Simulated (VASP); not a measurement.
Here is a VASP 6.6.1 calculation.

File POSCAR:

```
KBr
1.0
    0.0000000000      3.6882992699      3.6882992699
    3.6882992699      0.0000000000      3.6882992699
    3.6882992699      3.6882992699      0.0000000000
K Br
1 1
Direct
    0.0000000000      0.0000000000      0.0000000000
    0.2500000000      0.2500000000      0.2500000000
```

The input INCAR.step1:

```
PREC = Accurate
ENCUT = 520
EDIFF = 1E-5
ISMEAR = 0
SIGMA = 0.01
LREAL = F
LASPH = T
NELM = 60
ALGO = Normal
ISIF = 2
LWAVE = T
LCHARG = F
GGA = PE
NBANDS = 15
```

The input INCAR.step2:

```
PREC = Accurate
ENCUT = 520
EDIFF = 1E-6
ISMEAR = 0
SIGMA = 0.01
LREAL = F
LASPH = T
NELM = 60
ALGO = Normal
ISIF = 2
LWAVE = F
LCHARG = F
GGA = PE
LHFCALC = T
HFSCREEN = 0.2079
PRECFOCK = Normal
ISTART = 1
NBANDS = 15
```

Contents of KPOINTS:

```
regular mesh
0
Gamma
  4 4 4
```

Potentials or basis: VASP PAW PBE potentials, release 64 (K_sv, Br).

Run with:

```console
$ cat potpaw_PBE.64/K_sv/POTCAR potpaw_PBE.64/Br/POTCAR > POTCAR
$ cp INCAR.step1 INCAR
$ mpirun -np 1 vasp_std > vasp.out
$ cp INCAR.step2 INCAR
$ mpirun -np 1 vasp_std > vasp.out
```

Problem. What does it give for the band gap on the k mesh?

Solution. 5.39 eV, indirect (least direct gap 5.40 eV).

Problem. What does it give for the pressure?

Solution. 0.2 GPa.

Caveat: the PAW data sets were made with another functional, which shifts forces and pressure a little. A k mesh can miss the band edges.
